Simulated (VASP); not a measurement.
Wanted: the native input for a VASP 6.6.1 run.

* Task: single point
* Functional: PBE
* Potentials or basis: VASP PAW PBE potentials, release 64 (As, In_d, Sb)
* Cutoff: 520 eV
* k mesh: 8 × 8 × 8
* Occupations: fermi-dirac, width 0.02 eV
* Spin: no spin polarisation
* Dipole correction: no
* Further INCAR settings: ALGO = Normal; EDIFF = 1e-07; NBANDS = 36

The structure of In3Sb2As lies in POSCAR:

```
In3Sb2As
1.0
   -2.2670473314      2.2670473314      9.6043978785
    2.2670473314     -2.2670473314      9.6043978785
    2.2670473314      2.2670473314     -9.6043978785
As In Sb
1 3 2
Direct
    0.0000000000      0.0000000000      0.0000000000
    0.5758980998      0.0758980998      0.5000000000
    0.2500000000      0.7500000000      0.5000000000
    0.9241019002      0.4241019002      0.5000000000
    0.6629643386      0.6629643386      0.0000000000
    0.3370356614      0.3370356614      0.0000000000
```

The input as run:

INCAR

```
  ALGO = Normal
  EDIFF = 1E-7
  ENCUT = 520
  GGA = PE
  ISIF = 2
  ISMEAR = -1
  LASPH = True
  LCHARG = False
  LREAL = False
  LWAVE = False
  NBANDS = 36
  NELM = 100
  PREC = Accurate
  SIGMA = 0.02
```

KPOINTS

```
k-points
0
Gamma
  8 8 8
```

Potentials or basis: VASP PAW PBE potentials, release 64 (As, In_d, Sb).

Run with:

```sh
$ cat potpaw_PBE.64/As/POTCAR potpaw_PBE.64/In_d/POTCAR potpaw_PBE.64/Sb/POTCAR > POTCAR
$ mpirun -np 1 vasp_std > vasp.out
```

It gave:

| Property | Result |
| --- | --- |
| Pressure | 1.6 GPa |
| Largest force | 0.006 eV/Å |
| Band gap on the k mesh | zero (filled and empty bands touch) |

Caveat: semilocal functionals underestimate gaps, and a narrow one can read as zero; spin-orbit coupling is left out, which moves the levels of the heavy elements.

It took 19 min on 1 thread of Intel(R) Xeon(R) 6975P-C (Granite Rapids), on a shared host, peak memory 1.1 GiB.
